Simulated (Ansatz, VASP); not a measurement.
## Si5S in VASP and in Ansatz

```
Si S
1.0
     0.00074   -0.00208    4.79908
     4.78800    0.00200   -0.00131
     0.00421    8.20189   -0.00493
Si S
10 2
Direct
  0.00110 0.33268 0.47456
  0.99910 0.83344 0.02545
  0.99992 0.83283 0.36910
  0.99998 0.33331 0.79718
  0.00009 0.33353 0.13091
  0.99993 0.83308 0.70280
  0.49996 0.83296 0.28972
  0.50004 0.33436 0.90592
  0.50009 0.33317 0.21026
  0.49989 0.83612 0.59407
  0.50057 0.83319 0.96948
  0.49934 0.33133 0.53053
```

Change from the starting cell: cell x2, atoms moved at random (sigma 0.1 Å) and cell strained at random (1.5 %), then relaxed without symmetry.

Alike in both runs: functional PBE; k mesh 6 × 4 × 4; occupations gaussian, width 0.2 eV; no spin polarisation.

Ansatz relaxed the structure, and its values are those at the end. VASP's run is a single point on that final structure, the one shown.

|  | VASP | Ansatz |
| --- | --- | --- |
| version | VASP 6.6.1 | Ansatz 0.2.0 |
| potentials or method | VASP PAW PBE potentials, release 64 (Si, S), cutoff 520 eV | scalar-relativistic, plane waves, PAW |
| valence electrons in the cell | 52 | 52 |

```csv
,VASP,Ansatz,Ansatz less VASP
gap on the k mesh at the Fermi level (eV),none,none,-
pressure (GPa),-0.1,0.0,+0.07
rms of the force components (eV/Å),0.008,0.006,-0.0014
```

A gap of «none» marks a metal or a gap that the smearing closes. With one functional, cell and mesh, what is left measures potentials, basis and numerics.
